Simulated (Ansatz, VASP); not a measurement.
# NaF in VASP and in Ansatz

```
CELL_PARAMETERS angstrom
0.00000 2.39273 2.39273
2.39273 0.00000 2.39273
2.39273 2.39273 0.00000
ATOMIC_POSITIONS crystal
Na 0.00000 0.00000 0.00000
F 0.50000 0.50000 0.50000
```

Change from the starting cell: hydrostatic strain +4.2%.

Alike in both runs: task single point; functional r2SCAN; k mesh 10 × 10 × 10; no spin polarisation.

```csv
,VASP,Ansatz
version,VASP 6.6.1,Ansatz 0.2.0
potentials or method,"VASP PAW PBE potentials, release 64 (Na_pv, F)","plane waves, PAW"
plane-wave cutoff (eV),520,500
occupations,"gaussian, width 0.01 eV",fixed
valence electrons in the cell,14,16
```

Ansatz gave:

* gap on the k mesh at the Fermi level (eV): 6.62
* pressure (GPa): -5.0

**Question.** Estimate VASP's values.

**Answer.** gap on the k mesh at the Fermi level (eV): 6.66; pressure (GPa): -5.7.

VASP's potentials were made for PBE, not for r2SCAN. VASP's potentials hold 14 valence electrons a cell and Ansatz's 16, so a difference there can come from the potentials and not from the codes.
